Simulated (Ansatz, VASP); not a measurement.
# One calculation of Mn, two programs

The input POSCAR:

```
Mn
1.0
    0.0000000000      1.8987242364      1.8987242364
    1.8987242364      0.0000000000      1.8987242364
    1.8987242364      1.8987242364      0.0000000000
Mn
1
Direct
    0.0000000000      0.0000000000      0.0000000000
```

File INCAR.step1:

```
SYSTEM = Mn
  PREC = Accurate
  ENCUT = 600
  ISMEAR = 0
  SIGMA = 0.1
  LREAL = .FALSE.
  LASPH = .TRUE.
  NELM = 150
  ISPIN = 2
  MAGMOM = 4
  LMAXMIX = 4
  GGA = PE
  ALGO = Normal
  EDIFF = 1E-4
  LWAVE = .TRUE.
  LCHARG = .FALSE.
```

File INCAR.step2:

```
SYSTEM = Mn
  PREC = Accurate
  ENCUT = 600
  EDIFF = 1E-7
  ISMEAR = 0
  SIGMA = 0.1
  LREAL = .FALSE.
  LASPH = .TRUE.
  NELM = 150
  ALGO = Normal
  ISIF = 3
  LWAVE = .FALSE.
  LCHARG = .FALSE.
  ISPIN = 2
  MAGMOM = 4
  LORBIT = 11
  LMAXMIX = 4
  METAGGA = R2SCAN
  LMIXTAU = .TRUE.
  IBRION = 2
  NSW = 90
  EDIFFG = -0.04
  ISTART = 1
```

File KPOINTS:

```
regular mesh
0
G
  8 8 8
  0 0 0
```

Input for Ansatz:

```yaml
crystal:
  lattice:
    - [0.0, 1.8987242364, 1.8987242364]
    - [1.8987242364, 0.0, 1.8987242364]
    - [1.8987242364, 1.8987242364, 0.0]
  atoms:
    - { symbol: Mn, position: [0.0, 0.0, 0.0], spin: 4.0 }
basis:
  ecutwfc: 500
kpoints:
  mp_grid: { grid: [8, 8, 8] }
hamiltonian:
  xc: r2scan
scf:
  occupations: { method: gaussian, width: 0.1 }
  lower_state_search: "off"
output:
  forces: true
  stress: true
  eigenvalues: true
  populations: true
magnetization:
  spin_polarized: true
relax:
  adjacent_minimum: "off"
  f_tol: 0.04
  max_steps: 70
  cell: { stress_tol: 0.4 }
```

Alike in both runs: task relaxation of cell and atoms; functional r2SCAN; k mesh 8 × 8 × 8; occupations gaussian, width 0.1 eV; collinear spin.

```csv
,VASP,Ansatz
version,VASP 6.6.1,Ansatz 0.2.0
potentials or method,"VASP PAW PBE potentials, release 64 (Mn_pv), cutoff 600 eV","scalar-relativistic, plane waves, PAW"
valence electrons in the cell,13,15
```

|  | VASP | Ansatz | Ansatz less VASP |
| --- | --- | --- | --- |
| gap on the k mesh at the Fermi level, each at its own relaxed structure (eV) | none | none | - |
| net moment per atom (μB) | 3.70 | 3.70 | 0.000 |
| size of the moment on the site where the two differ most (μB) | 3.65 | 3.68 | +0.036 |
| relaxed volume (Å³/atom) | 15.04 | 15.00 | -0.033 |
| relaxed cell length with the largest relative difference (Å) | 2.771 | 2.768 | -0.0020 |

VASP's potentials were made for PBE, not for r2SCAN. Site moments also hang on the region over which each program counts them. A gap of «none» marks a metal or a gap that the smearing closes. VASP's potentials hold 13 valence electrons a cell and Ansatz's 15, so a difference there can come from the potentials and not from the codes.
